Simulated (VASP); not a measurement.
MnPt3, 4 atoms in the cell. The structure is cubic, space group Pm-3m (No. 221). Conventional cell: a = 3.911 Å, b = 3.911 Å, c = 3.911 Å, α = 90.00°, β = 90.00°, γ = 90.00°. Mn (site symmetry m-3m) has 12 Pt at 2.77 Å within 3.6 Å. Pt (site symmetry 4/mmm) has 4 Mn at 2.77 Å and 8 Pt at 2.77 Å within 3.6 Å. 

- Program: VASP 6.6.1
- Task: single point
- Functional: PBEsol
- Potentials or basis: VASP PAW PBE potentials, release 64 (Mn_pv, Pt)
- Cutoff: 520 eV
- k mesh: 12 × 12 × 12
- Occupations: gaussian, width 0.1 eV
- Spin: collinear spin, ferromagnetic start
- Starting moments: [4.07, 0.17, 0.17, 0.17] μB
- Dipole correction: no
- Further INCAR settings: ALGO = Normal; EDIFF = 1e-06; NBANDS = 34

Potentials or basis: VASP PAW PBE potentials, release 64 (Mn_pv, Pt).

Launch:

```console
$ cat potpaw_PBE.64/Mn_pv/POTCAR potpaw_PBE.64/Pt/POTCAR > POTCAR
$ mpirun -np 1 vasp_std > vasp.out
```

Hardware: 1 thread of Intel(R) Xeon(R) Platinum 8488C (Sapphire Rapids) (shared host).

Question: How long does it take, and how much memory?

Answer: Wall time 4 min on 1 thread of Intel(R) Xeon(R) Platinum 8488C (Sapphire Rapids), on a shared host, peak memory 0.36 GiB. Counts: scf iterations 17, k points 84.
